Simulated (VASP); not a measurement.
Set up this calculation in VASP 6.6.1, as the native input.

* Task: single point
* Functional: PBE
* Potentials or basis: VASP PAW PBE potentials, release 64 (Cu, Ni)
* Cutoff: 520 eV
* k mesh: 14 × 14 × 4
* Occupations: gaussian, width 0.1 eV
* Spin: collinear spin, ferromagnetic start
* Starting moments: [0.0, -0.74, -0.74, -0.74, -0.74, -0.74] μB
* Dipole correction: no
* Further INCAR settings: ALGO = Normal; EDIFF = 1e-06; NBANDS = 44

The structure of CuNi5 lies in POSCAR:

```
CuNi5
1.0
    2.4986678936      0.0000000000      0.0000000000
    0.0000000000      2.4986678936      0.0000000000
    0.0000000000      0.0000000000     10.6177128859
Cu Ni
1 5
Direct
    0.0000000000      0.0000000000      0.5000000000
    0.0000000000      0.0000000000      0.8349465590
    0.5000000000      0.5000000000      0.0000000000
    0.0000000000      0.0000000000      0.1650534410
    0.5000000000      0.5000000000      0.3279882472
    0.5000000000      0.5000000000      0.6720117528
```

These files were run (other wordings do the same):

INCAR

```
SYSTEM = CuNi5
PREC = Accurate
ENCUT = 520
EDIFF = 1E-6
ISMEAR = 0
SIGMA = 0.1
LREAL = .FALSE.
LASPH = .TRUE.
NELM = 150
ALGO = Normal
ISIF = 2
LWAVE = .FALSE.
LCHARG = .FALSE.
ISPIN = 2
MAGMOM = 0 -0.74 -0.74 -0.74 -0.74 -0.74
LORBIT = 11
LMAXMIX = 4
GGA = PE
NBANDS = 44
```

KPOINTS

```
Automatic mesh
0
G
  14 14 4
  0 0 0
```

Potentials or basis: VASP PAW PBE potentials, release 64 (Cu, Ni).

Run with:

```bash
$ cat potpaw_PBE.64/Cu/POTCAR potpaw_PBE.64/Ni/POTCAR > POTCAR
$ mpirun -np 1 vasp_std > vasp.out
```

Results of the run:

```
Pressure                                              : 0.0 GPa
Largest force                                         : 0.014 eV/Å
Net moment                                            : -2.79 μB per cell
Site moments                                          : Cu -0.00; Ni -0.61, -0.66, -0.48 μB
Valence electrons inside the program's atomic spheres : Cu 10.04; Ni 9.31, 9.30, 9.29
```

Run time: 12 min on 1 thread of Intel Xeon 6975P-C, with other jobs on the host, peak memory 0.53 GiB.
